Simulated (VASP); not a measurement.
# Ca (Fm-3m) in VASP: notebook

The runs below take Ca through single point, with PBE.

Everything below comes from runs of VASP 6.6.1. Logs are shortened: lines on timing, memory, paths and dates and some standing lists are left out, and cuts for length are marked.

## Step 1: The cell of the first run

The structure is cubic, space group Fm-3m (No. 225). Conventional cell: a = 5.525 Å, b = 5.525 Å, c = 5.525 Å, α = 90.00°, β = 90.00°, γ = 90.00°. Within 5.1 Å of Ca (site symmetry m-3m) lie 12 Ca at 3.91 Å.

## Step 2: Single point, PBE

Contents of INCAR:

```
SYSTEM = Ca
PREC = Accurate ; ENCUT = 520
EDIFF = 1E-6 ; ISMEAR = 1
SIGMA = 0.01 ; LREAL = .False.
LASPH = .True. ; NELM = 60
ALGO = Normal ; ISIF = 2
LWAVE = .False. ; LCHARG = .False.
GGA = PE ; NBANDS = 11
```

Contents of KPOINTS:

```
Automatic mesh
0
Gamma
  10 10 10
  0 0 0
```

Contents of POSCAR:

```
Ca
1.0
    0.0000000000      2.7627089163      2.7627089163
    2.7627089163      0.0000000000      2.7627089163
    2.7627089163      2.7627089163      0.0000000000
Ca
1
Direct
    0.0000000000      0.0000000000      0.0000000000
```

Potentials or basis: VASP PAW PBE potentials, release 64 (Ca_sv).

Started as:

```bash
$ cat potpaw_PBE.64/Ca_sv/POTCAR > POTCAR
$ mpirun -np 1 vasp_std > vasp.out
```

OUTCAR:

```text
SYSTEM = Ca
   PREC = Accurate
   ENCUT = 520
   EDIFF = 1E-6
   ISMEAR = 1
   LREAL = .False.
   LASPH = .True.
   NELM = 60
   ISIF = 2
   GGA = PE

 ion  position               nearest neighbor table
   1  0.000  0.000  0.000-

  LATTYP: Found a face centered cubic cell.
 ALAT       =     5.5254178326

  Lattice vectors:

 A1 = (   0.0000000000,   2.7627089163,   2.7627089163)
 A2 = (   2.7627089163,   0.0000000000,   2.7627089163)
 A3 = (   2.7627089163,   2.7627089163,   0.0000000000)

Analysis of symmetry for initial positions (statically):
=====================================================================
 Subroutine PRICEL returns:
 Original cell was already a primitive cell.

 Routine SETGRP: Setting up the symmetry group for a
 face centered cubic supercell.

 Subroutine GETGRP returns: Found 48 space group operations
 (whereof 48 operations were pure point group operations)
 out of a pool of 48 trial point group operations.

The static configuration has the point symmetry O_h .

Analysis of symmetry for dynamics (positions and initial velocities):
=====================================================================
 Subroutine PRICEL returns:
 Original cell was already a primitive cell.

 Routine SETGRP: Setting up the symmetry group for a
 face centered cubic supercell.

 Subroutine GETGRP returns: Found 48 space group operations
 (whereof 48 operations were pure point group operations)
 out of a pool of 48 trial point group operations.

The dynamic configuration has the point symmetry O_h .

 Subroutine INISYM returns: Found 48 space group operations
 (whereof 48 operations are pure point group operations),
 and found     1 'primitive' translations

----------------------------------------------------------------------------------------

                                     Primitive cell

  volume of cell :      42.1731

  direct lattice vectors                    reciprocal lattice vectors
     0.000000000  2.762708916  2.762708916    -0.180981788  0.180981788  0.180981788
     2.762708916  0.000000000  2.762708916     0.180981788 -0.180981788  0.180981788
     2.762708916  2.762708916  0.000000000     0.180981788  0.180981788 -0.180981788

  length of vectors
     3.907060418  3.907060418  3.907060418     0.313469652  0.313469652  0.313469652

  position of ions in fractional coordinates (direct lattice)
     0.000000000  0.000000000  0.000000000

[... 75 lines left out ...]
   EDIFF  = 0.1E-05   stopping-criterion for ELM
   LREAL  =      F    real-space projection
   EDIFFG = 0.1E-04   stopping-criterion for IOM
   NSW    =      0    number of steps for IOM
   IBRION =     -1    ionic relax: 0-MD 1-quasi-New 2-CG
   NFREE  =      0    steps in history (QN), initial steepest desc. (CG)
   ISIF   =      2    stress and relaxation
   ISYM   =      2    0-nonsym 1-usesym 2-fastsym
   POTIM  = 0.5000    time-step for ionic-motion
   TEBEG  =    0.0;   TEEND  =   0.0 temperature during run
   PSTRESS=    0.0 pullay stress
   NELECT =      10.0000    total number of electrons
   NUPDOWN=      -1.0000    fix difference up-down
   EMIN   =  10.00;   EMAX   =-10.00  energy-range for DOS
   EFERMI =   0.00;   METHOD = LEGACY
   ISMEAR =     1;   SIGMA  =   0.01  broadening in eV -4-tet -1-fermi 0-gaus
   EFERMI_NEDOS =   21; number of points for ismear=-14 and -15
   IALGO  =     38    algorithm
   IMIX   =      4    mixing-type and parameters
     AMIX     =   0.40;   BMIX     =  1.00
     AMIX_MAG =   1.60;   BMIX_MAG =  1.00
  volume/ion in A,a.u.               =      42.17       284.60
  Fermi-wavevector in a.u.,A,eV,Ry     =   1.013281  1.914823 13.969611  1.026737
  Thomas-Fermi vector in A             =   2.146440
   LORBIT       =      0    0 simple, 1 ext, 2 COOP (PROOUT), +10 PAW based schemes
   GGA     = PE    functional components
   LHFCALC =     F    Hartree Fock is set to
   AEXX    =    0.0000 exact exchange contribution
   IVDW    =     0    specifies the selected vdW correction
   LEPSILON=     F    determine dielectric tensor
   LRPA    =     F    only Hartree local field effects (RPA)
 non-spin polarized calculation
 Methfessel and Paxton  Order N= 1 SIGMA  =   0.01
  energy-cutoff  :      520.00
  volume of cell :       42.17
 maximum number of plane-waves:      1158
 NGX is ok and might be reduce to    30
   NGX = 15   NGY = 15   NGZ = 15

 number of electron      10.0000001 magnetization

 Free energy of the ion-electron system (eV)
  ---------------------------------------------------
  ext. energy  EPLUGINS =         0.00000000
  ---------------------------------------------------
  free energy    TOTEN  =        -1.93109430 eV

  energy without entropy =       -1.93103991  energy(sigma->0) =       -1.93107617

 E-fermi :   1.9788     XC(G=0):  -7.7393

 val. band max:        1.9569561613   @ k =  -0.4000   0.3000   0.0000
 cond. band min:       1.9808505787   @ k =  -0.3000   0.4000   0.1000
 fundamental gap:      0.0238944174
 Fermi energy:         1.9787828268

 k-point     1 :       0.0000    0.0000    0.0000
  band No.  band energies     occupation
      1     -40.0667      2.00000
      2     -20.9828      2.00000
      3     -20.9828      2.00000
      4     -20.9828      2.00000
      5      -2.0651      2.00000
      6       4.2934      0.00000
      7       4.2934      0.00000
      8       4.2934      0.00000
      9       5.3623      0.00000
     10       5.3623      0.00000
     11      11.0834      0.00000
[... 309 lines left out ...]
 k-point    24 :       0.4000    0.3000    0.0000
  band No.  band energies     occupation
      1     -40.0522      2.00000
      2     -21.0882      2.00000
      3     -21.0260      2.00000
      4     -21.0217      2.00000
      5       0.4559      2.00000
      6       2.7974      0.00000
      7       3.4539      0.00000
      8       5.2537      0.00000
      9       5.5603      0.00000
     10       5.9968      0.00000
     11       8.5959      0.00000

 [... further k-points ...]
[... 5 lines left out ...]
  --------------------------------------------------------------------------------------
  -------------------------------------------------------------------------------------
  Total        0.0054654      0.0054654      0.0054654      0.0000000      0.0000000      0.0000000
  in kB        0.2076330      0.2076330      0.2076330      0.0000000      0.0000000      0.0000000
  external PRESSURE =       0.2076330 kB  Pullay stress =       0.0000000 kB

 VOLUME and BASIS-vectors are now :
 -----------------------------------------------------------------------------
  energy-cutoff  :      520.00
  volume of cell :       42.17
      direct lattice vectors                 reciprocal lattice vectors
     0.000000000  2.762708916  2.762708916    -0.180981788  0.180981788  0.180981788
     2.762708916  0.000000000  2.762708916     0.180981788 -0.180981788  0.180981788
     2.762708916  2.762708916  0.000000000     0.180981788  0.180981788 -0.180981788

 POSITION                                       TOTAL-FORCE (eV/Angst)
 -----------------------------------------------------------------------------------
      0.00000      0.00000      0.00000         0.000000      0.000000      0.000000
 -----------------------------------------------------------------------------------
    total drift:                               -0.000000     -0.000000      0.000000

  FREE ENERGIE OF THE ION-ELECTRON SYSTEM (eV)
  ---------------------------------------------------
  free  energy   TOTEN  =        -1.9310943048 eV

  energy  without entropy=       -1.9310399085  energy(sigma->0) =       -1.93107617
```

stdout:

```text
POSCAR found type information on POSCAR Ca
 POSCAR found :  1 types and       1 ions
 scaLAPACK will be used
 LDA part: xc-table for (Slater+PW92), standard interpolation
 POSCAR, INCAR and KPOINTS ok, starting setup
 FFT: planning ... GRIDC
 FFT: planning ... GRID_SOFT
 FFT: planning ... GRID
 WAVECAR not read
 entering main loop
```

Wall time 32 s (1 thread of Intel Xeon 8259CL, shared host); peak memory 0.17 GiB.

What came out:

- Free energy: -1.9311 eV
- Pressure: 0.0 GPa
- Band gap on the k mesh: zero (bands 5 and 6 overlap by 0.27 eV)

## Step 3: Single point, PBE

Contents of INCAR:

```
  PREC = Accurate
  ENCUT = 520
  EDIFF = 1E-6
  ISMEAR = 1
  SIGMA = 0.03
  LREAL = F
  LASPH = T
  NELM = 60
  ALGO = Normal
  ISIF = 2
  LWAVE = F
  LCHARG = F
  GGA = PE
  NBANDS = 11
```

Contents of KPOINTS:

```
regular mesh
0
Gamma
  10 10 10
```

POSCAR is that of step 2.

Potentials or basis: VASP PAW PBE potentials, release 64 (Ca_sv).

Started as:

```bash
$ cat potpaw_PBE.64/Ca_sv/POTCAR > POTCAR
$ mpirun -np 1 vasp_std > vasp.out
```

It took 30 s on 1 thread of Intel Xeon 8259CL, shared host; peak memory 0.17 GiB.

Results (log left out):

* Free energy: -1.9312 eV
* Pressure: 0.0 GPa
* Band gap on the k mesh: zero (bands 5 and 6 overlap by 0.27 eV)

Levels at points of the mesh, in eV from the Fermi level:
```tsv
k point	band 3	band 4	band 5	band 6	band 7	band 8
(0.00, 0.00, 0.00)	-22.96	-22.96	-4.04	2.32	2.32	2.32
(0.50, 0.00, 0.00)	-22.98	-22.98	-1.00	-0.18	2.20	2.20
(0.50, 0.50, 0.00)	-23.01	-23.01	-0.47	0.56	0.95	4.06
```

## Step 4: Single point, PBE

Contents of INCAR:

```
PREC = Accurate
ENCUT = 520
EDIFF = 1E-6
ISMEAR = 1
SIGMA = 0.1
LREAL = False
LASPH = True
NELM = 60
ALGO = Normal
ISIF = 2
LWAVE = False
LCHARG = False
GGA = PE
NBANDS = 11
```

KPOINTS is that of step 3.

POSCAR is that of step 3.

Started as:

```bash
$ cat potpaw_PBE.64/Ca_sv/POTCAR > POTCAR
$ mpirun -np 1 vasp_std > vasp.out
```

Run time: 32 s. Hardware: 1 thread of Intel Xeon 8259CL, shared host; peak memory 0.17 GiB.

It converged, with:

| Property | Result |
| --- | --- |
| Free energy | -1.9312 eV |
| Pressure | 0.0 GPa |
| Band gap on the k mesh | zero (bands 5 and 6 overlap by 0.27 eV) |

Levels at points of the mesh, in eV from the Fermi level:
| k point | band 1 | band 2 | band 3 | band 4 | band 5 | band 6 | band 7 | band 8 | band 9 | band 10 |
| --- | --- | --- | --- | --- | --- | --- | --- | --- | --- | --- |
| (0.00, 0.00, 0.00) | -42.06 | -22.97 | -22.97 | -22.97 | -4.05 | 2.30 | 2.30 | 2.30 | 3.37 | 3.37 |
| (0.50, 0.00, 0.00) | -42.04 | -23.11 | -22.99 | -22.99 | -1.02 | -0.19 | 2.19 | 2.19 | 4.06 | 4.06 |
| (0.50, 0.50, 0.00) | -42.04 | -23.10 | -23.02 | -23.02 | -0.49 | 0.54 | 0.94 | 4.05 | 4.24 | 4.24 |

## Step 5: The runs side by side

| smearing | gap on the mesh (eV) | pressure (GPa) |
| --- | --- | --- |
| methfessel-paxton 0.01 eV | none | 0.0 |
| methfessel-paxton 0.03 eV | none | 0.0 |
| methfessel-paxton 0.1 eV | none | 0.0 |

Alike in all rows: task single point; level PBE; potentials or basis VASP PAW PBE potentials, release 64 (Ca_sv); no spin polarisation; cell as given; k mesh 10 × 10 × 10; cutoff (eV) 520.

Total energies depend on the potentials used, so only differences within one code and one set of settings carry meaning.

The gap in the log of VASP goes by the Fermi energy; the results here count the filled bands.